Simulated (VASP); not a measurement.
# Pd (Fm-3m) in VASP: a series of runs

Pd is run at these levels: PBE; tasks: single point.

All numbers are computed with VASP 6.6.1; they aren't measurements. Logs are shortened: lines on timing, memory, paths and dates and some standing lists are left out, and cuts for length are marked.

## 1. The cell of the first run

It takes space group Fm-3m (No. 225, cubic). The conventional cell has a = 3.890 Å, b = 3.890 Å, c = 3.890 Å, α = 90.00°, β = 90.00°, γ = 90.00°. Pd (site symmetry m-3m) has 12 Pd at 2.75 Å within 3.6 Å.

## 2. Single point, PBE

Contents of INCAR:

```
  ALGO = Normal
  EDIFF = 1E-7
  ENCUT = 520
  GGA = PE
  ISIF = 2
  ISMEAR = 0
  LASPH = T
  LCHARG = F
  LREAL = F
  LWAVE = F
  NBANDS = 11
  NELM = 60
  PREC = Accurate
  SIGMA = 0.05
```

Contents of KPOINTS:

```
k-points
0
Gamma
  14 14 14
```

Contents of POSCAR:

```
Pd
1.0
    0.0000000000      1.9450000000      1.9450000000
    1.9450000000      0.0000000000      1.9450000000
    1.9450000000      1.9450000000      0.0000000000
Pd
1
Direct
    0.0000000000      0.0000000000      0.0000000000
```

Potentials or basis: VASP PAW PBE potentials, release 64 (Pd).

Command:

```console
cat potpaw_PBE.64/Pd/POTCAR > POTCAR
mpirun -np 1 vasp_std > vasp.out
```

OUTCAR:

```text
EDIFF = 1E-7
   ENCUT = 520
   GGA = PE
   ISIF = 2
   ISMEAR = 0
   LASPH = T
   LREAL = F
   NELM = 60
   PREC = Accurate

 ion  position               nearest neighbor table
   1  0.000  0.000  0.000-

  LATTYP: Found a face centered cubic cell.
 ALAT       =     3.8900000000

  Lattice vectors:

 A1 = (   0.0000000000,   1.9450000000,   1.9450000000)
 A2 = (   1.9450000000,   0.0000000000,   1.9450000000)
 A3 = (   1.9450000000,   1.9450000000,   0.0000000000)

Analysis of symmetry for initial positions (statically):
=====================================================================
 Subroutine PRICEL returns:
 Original cell was already a primitive cell.

 Routine SETGRP: Setting up the symmetry group for a
 face centered cubic supercell.

 Subroutine GETGRP returns: Found 48 space group operations
 (whereof 48 operations were pure point group operations)
 out of a pool of 48 trial point group operations.

The static configuration has the point symmetry O_h .

Analysis of symmetry for dynamics (positions and initial velocities):
=====================================================================
 Subroutine PRICEL returns:
 Original cell was already a primitive cell.

 Routine SETGRP: Setting up the symmetry group for a
 face centered cubic supercell.

 Subroutine GETGRP returns: Found 48 space group operations
 (whereof 48 operations were pure point group operations)
 out of a pool of 48 trial point group operations.

The dynamic configuration has the point symmetry O_h .

 Subroutine INISYM returns: Found 48 space group operations
 (whereof 48 operations are pure point group operations),
 and found     1 'primitive' translations

----------------------------------------------------------------------------------------

                                     Primitive cell

  volume of cell :      14.7160

  direct lattice vectors                    reciprocal lattice vectors
     0.000000000  1.945000000  1.945000000    -0.257069409  0.257069409  0.257069409
     1.945000000  0.000000000  1.945000000     0.257069409 -0.257069409  0.257069409
     1.945000000  1.945000000  0.000000000     0.257069409  0.257069409 -0.257069409

  length of vectors
     2.750645379  2.750645379  2.750645379     0.445257277  0.445257277  0.445257277

  position of ions in fractional coordinates (direct lattice)
     0.000000000  0.000000000  0.000000000

  ion indices of the primitive-cell ions
   primitive index   ion index
                 1           1

----------------------------------------------------------------------------------------

 KPOINTS: k-points

Automatic generation of k-mesh.
 Grid dimensions read from file:
 generate k-points for:   14   14   14

 Generating k-lattice:

  Cartesian coordinates                     Fractional coordinates (reciprocal lattice)
    -0.018362101  0.018362101  0.018362101     0.071428571  0.000000000  0.000000000
     0.018362101 -0.018362101  0.018362101     0.000000000  0.071428571  0.000000000
     0.018362101  0.018362101 -0.018362101     0.000000000  0.000000000  0.071428571

  Length of vectors
     0.031804091  0.031804091  0.031804091

  Shift w.r.t. Gamma in fractional coordinates (k-lattice)
     0.000000000  0.000000000  0.000000000

 Subroutine IBZKPT returns following result:
 ===========================================

 Found    104 irreducible k-points:

 Following reciprocal coordinates:
            Coordinates               Weight
  0.000000  0.000000  0.000000      1.000000
  0.071429  0.000000  0.000000      8.000000
  0.142857  0.000000  0.000000      8.000000
  0.214286  0.000000  0.000000      8.000000
  0.285714  0.000000  0.000000      8.000000
  0.357143  0.000000  0.000000      8.000000
[... 16 lines left out ...]
  0.214286  0.142857  0.000000     24.000000
  0.285714  0.142857  0.000000     24.000000
 [... further k-points ...]
   k-points           NKPTS =    104   k-points in BZ     NKDIM =    104   number of bands    NBANDS=     11
   number of dos      NEDOS =    301   number of ions     NIONS =      1
   total plane-waves  NPLWV =   8000
   dimension x,y,z NGX =    20 NGY =   20 NGZ =   20
   dimension x,y,z NGXF=    40 NGYF=   40 NGZF=   40
   ions per type =               1
   NGX,Y,Z   is equivalent  to a cutoff of  12.09, 12.09, 12.09 a.u.
   NGXF,Y,Z  is equivalent  to a cutoff of  24.18, 24.18, 24.18 a.u.
 SYSTEM =  unknown system
   PREC   = accura    normal or accurate (medium, high low for compatibility)
   ISTART =      0    job   : 0-new  1-cont  2-samecut
   ICHARG =      2    charge: 1-file 2-atom 10-const
   ISPIN  =      1    spin polarized calculation?
   LNONCOLLINEAR =      F non collinear calculations
   LSORBIT =      F    spin-orbit coupling
   LASPH  =      T    aspherical Exc in radial PAW
   ENCUT  =  520.0 eV  38.22 Ry    6.18 a.u.   5.11  5.11  5.11*2*pi/ulx,y,z
   NELM   =     60;   NELMIN=  2; NELMDL= -5     # of ELM steps
   EDIFF  = 0.1E-06   stopping-criterion for ELM
   LREAL  =      F    real-space projection
   EDIFFG = 0.1E-05   stopping-criterion for IOM
   NSW    =      0    number of steps for IOM
   IBRION =     -1    ionic relax: 0-MD 1-quasi-New 2-CG
   NFREE  =      0    steps in history (QN), initial steepest desc. (CG)
   ISIF   =      2    stress and relaxation
   ISYM   =      2    0-nonsym 1-usesym 2-fastsym
   POTIM  = 0.5000    time-step for ionic-motion
   TEBEG  =    0.0;   TEEND  =   0.0 temperature during run
   PSTRESS=    0.0 pullay stress
   NELECT =      10.0000    total number of electrons
   NUPDOWN=      -1.0000    fix difference up-down
   EMIN   =  10.00;   EMAX   =-10.00  energy-range for DOS
   EFERMI =   0.00;   METHOD = LEGACY
   ISMEAR =     0;   SIGMA  =   0.05  broadening in eV -4-tet -1-fermi 0-gaus
   EFERMI_NEDOS =   21; number of points for ismear=-14 and -15
   IALGO  =     38    algorithm
   IMIX   =      4    mixing-type and parameters
     AMIX     =   0.40;   BMIX     =  1.00
     AMIX_MAG =   1.60;   BMIX_MAG =  1.00
  volume/ion in A,a.u.               =      14.72        99.31
  Fermi-wavevector in a.u.,A,eV,Ry     =   1.439280  2.719844 28.184827  2.071526
  Thomas-Fermi vector in A             =   2.558153
   LORBIT       =      0    0 simple, 1 ext, 2 COOP (PROOUT), +10 PAW based schemes
   GGA     = PE    functional components
   LHFCALC =     F    Hartree Fock is set to
   AEXX    =    0.0000 exact exchange contribution
   IVDW    =     0    specifies the selected vdW correction
   LEPSILON=     F    determine dielectric tensor
   LRPA    =     F    only Hartree local field effects (RPA)
 non-spin polarized calculation
 Gauss-broadening in eV      SIGMA  =   0.05
  energy-cutoff  :      520.00
  volume of cell :       14.72
 maximum number of plane-waves:       411
   NGX = 11   NGY = 11   NGZ = 11

 number of electron      10.0000000 magnetization

 Free energy of the ion-electron system (eV)
  ---------------------------------------------------
  ext. energy  EPLUGINS =         0.00000000
  ---------------------------------------------------
  free energy    TOTEN  =        -5.19470480 eV

  energy without entropy =       -5.19062727  energy(sigma->0) =       -5.19266603

 E-fermi :   9.8213     XC(G=0): -13.1989

 val. band max:        9.8149020176   @ k =   0.4286   0.2143   0.0000
 cond. band min:       9.8320577784   @ k =   0.3571   0.2143   0.0714
 fundamental gap:      0.0171557609
 Fermi energy:         9.8212969263

 k-point     1 :       0.0000    0.0000    0.0000
  band No.  band energies     occupation
      1       2.6648      2.00000
      2       6.9748      2.00000
      3       6.9748      2.00000
      4       6.9748      2.00000
      5       8.5930      2.00000
      6       8.5930      2.00000
      7      27.0151      0.00000
      8      31.8077      0.00000
      9      31.8077      0.00000
     10      31.8077      0.00000
     11      36.0465      0.00000

 k-point     2 :       0.0714    0.0000    0.0000
  band No.  band energies     occupation
      1       2.8500      2.00000
      2       6.9098      2.00000
      3       7.0387      2.00000
      4       7.0387      2.00000
      5       8.5629      2.00000
      6       8.5629      2.00000
      7      27.2085      0.00000
      8      30.6413      0.00000
      9      32.0213      0.00000
     10      32.0213      0.00000
     11      36.1063      0.00000

 k-point     3 :       0.1429    0.0000    0.0000
  band No.  band energies     occupation
      1       3.3688      2.00000
      2       6.7722      2.00000
      3       7.1864      2.00000
      4       7.1864      2.00000
      5       8.5211      2.00000
      6       8.5211      2.00000
      7      27.4328      0.00000
      8      28.6645      0.00000
      9      32.6028      0.00000
     10      32.6028      0.00000
     11      36.1745      0.00000

 k-point     4 :       0.2143    0.0000    0.0000
  band No.  band energies     occupation
      1       4.0596      2.00000
      2       6.7684      2.00000
      3       7.2812      2.00000
      4       7.2812      2.00000
      5       8.6110      2.00000
      6       8.6110      2.00000
      7      25.6444      0.00000
      8      28.2205      0.00000
      9      33.3139      0.00000
     10      33.3139      0.00000
     11      35.6140      0.00000

 k-point     5 :       0.2857    0.0000    0.0000
  band No.  band energies     occupation
      1       4.5349      2.00000
      2       7.2210      2.00000
      3       7.2210      2.00000
      4       7.3160      2.00000
      5       8.9235      2.00000
      6       8.9235      2.00000
      7      23.0611      0.00000
      8      27.7852      0.00000
      9      33.3401      0.00000
     10      33.3401      0.00000
     11      35.9164      0.00000
[... 211 lines left out ...]
 k-point    21 :      -0.0714    0.0714    0.0000
  band No.  band energies     occupation
      1       3.1488      2.00000
      2       6.7864      2.00000
      3       7.1281      2.00000
      4       7.1705      2.00000
      5       8.4203      2.00000
      6       8.6326      2.00000
      7      27.4731      0.00000
      8      29.5952      0.00000
      9      31.5259      0.00000
     10      32.7645      0.00000
     11      36.1382      0.00000

 k-point    22 :       0.1429    0.1429    0.0000
  band No.  band energies     occupation
      1       3.6052      2.00000
      2       6.4749      2.00000
      3       7.4177      2.00000
      4       7.4177      2.00000
      5       8.1101      2.00000
      6       8.8000      2.00000
      7      28.0275      0.00000
      8      29.7068      0.00000
      9      30.8271      0.00000
     10      30.8271      0.00000
     11      36.0794      0.00000

 k-point    23 :       0.2143    0.1429    0.0000
  band No.  band energies     occupation
      1       4.1536      2.00000
      2       6.2643      2.00000
      3       7.5159      2.00000
      4       7.6217      2.00000
      5       8.1311      2.00000
      6       8.9219      2.00000
      7      27.6796      0.00000
      8      28.6549      0.00000
      9      30.2174      0.00000
     10      31.1378      0.00000
     11      35.9093      0.00000

 k-point    24 :       0.2857    0.1429    0.0000
  band No.  band energies     occupation
      1       4.7651      2.00000
      2       6.2076      2.00000
      3       7.2789      2.00000
      4       7.7011      2.00000
      5       8.7465      2.00000
      6       9.1646      2.00000
      7      25.2171      0.00000
      8      28.4597      0.00000
      9      29.6731      0.00000
     10      31.5411      0.00000
     11      35.7725      0.00000

 [... further k-points ...]

------------------------ aborting loop because EDIFF is reached ----------------------------------------

  FORCE on cell =-STRESS in cart. coord.  units (eV):
  Direction    XX          YY          ZZ          XY          YZ          ZX
  --------------------------------------------------------------------------------------
  -------------------------------------------------------------------------------------
  Total        0.6788847      0.6788847      0.6788847      0.0000000      0.0000000      0.0000000
  in kB       73.9124820     73.9124820     73.9124820      0.0000000      0.0000000      0.0000000
  external PRESSURE =      73.9124820 kB  Pullay stress =       0.0000000 kB

 VOLUME and BASIS-vectors are now :
 -----------------------------------------------------------------------------
  energy-cutoff  :      520.00
  volume of cell :       14.72
      direct lattice vectors                 reciprocal lattice vectors
     0.000000000  1.945000000  1.945000000    -0.257069409  0.257069409  0.257069409
     1.945000000  0.000000000  1.945000000     0.257069409 -0.257069409  0.257069409
     1.945000000  1.945000000  0.000000000     0.257069409  0.257069409 -0.257069409

 POSITION                                       TOTAL-FORCE (eV/Angst)
 -----------------------------------------------------------------------------------
      0.00000      0.00000      0.00000         0.000000      0.000000     -0.000000
 -----------------------------------------------------------------------------------
    total drift:                               -0.000000     -0.000000     -0.000000

  FREE ENERGIE OF THE ION-ELECTRON SYSTEM (eV)
  ---------------------------------------------------
  free  energy   TOTEN  =        -5.1947047954 eV

  energy  without entropy=       -5.1906272675  energy(sigma->0) =       -5.19266603
```

Wall time 15 s (1 thread of AMD EPYC 7R43 (Zen 3), shared host); peak memory 0.1 GiB.

Results:

* Free energy: -5.1947 eV
* Pressure: 7.4 GPa
* Band gap on the k mesh: zero (bands 5 and 6 overlap by 1.60 eV)

Levels at points of the mesh, in eV from the Fermi level:
```tsv
k point	band 1	band 2	band 3	band 4	band 5	band 6	band 7	band 8	band 9	band 10
(0.00, 0.00, 0.00)	-7.16	-2.85	-2.85	-2.85	-1.23	-1.23	17.19	21.99	21.99	21.99
(0.50, 0.00, 0.00)	-5.31	-2.89	-2.89	-0.02	-0.02	1.01	7.34	16.55	21.13	21.13
(0.50, 0.50, 0.00)	-5.41	-5.12	-0.05	0.29	0.29	3.35	10.80	13.23	13.23	21.61
```

Caveat: the cell stands under pressure.

## 3. Single point, PBE (15.34 Å³/atom)

This run uses another cell than the first one, of 15.34 Å³/atom.

Contents of INCAR:

```
SYSTEM = Pd
  PREC = Accurate
  ENCUT = 520
  EDIFF = 1E-6
  ISMEAR = 0
  SIGMA = 0.05
  LREAL = .FALSE.
  LASPH = .TRUE.
  NELM = 100
  ALGO = Fast
  ISIF = 2
  LWAVE = .FALSE.
  LCHARG = .TRUE.
  GGA = PE
  LELF = .TRUE.
  LVHAR = .TRUE.
  NBANDS = 11
```

Contents of KPOINTS:

```
regular mesh
0
G
  14 14 14
  0 0 0
```

Contents of POSCAR:

```
Pd
1.0
    0.0000000000      1.9720405557      1.9720405557
    1.9720405557      0.0000000000      1.9720405557
    1.9720405557      1.9720405557      0.0000000000
Pd
1
Direct
    0.0000000000      0.0000000000      0.0000000000
```

Potentials or basis: VASP PAW PBE potentials, release 64 (Pd).

Command:

```console
cat potpaw_PBE.64/Pd/POTCAR > POTCAR
mpirun -np 1 vasp_std > vasp.out
```

It took 29 s on 1 thread of AMD EPYC 7R43 (Zen 3), shared host; peak memory 0.11 GiB.

The run converged. Its results:

```
Free energy            : -5.2082 eV
Pressure               : -0.2 GPa
Band gap on the k mesh : zero (bands 5 and 6 overlap by 1.49 eV)
```

Levels at points of the mesh, in eV from the Fermi level:
```
           k point  band 3  band 4  band 5  band 6  band 7  band 8
(0.00, 0.00, 0.00)   -2.66   -2.66   -1.15   -1.15   17.17   21.72
(0.50, 0.00, 0.00)   -2.70   -0.02   -0.02    1.10    7.02   16.51
(0.50, 0.50, 0.00)   -0.05    0.27    0.27    3.35   10.37   13.00
```

[end of part 1 of 2]
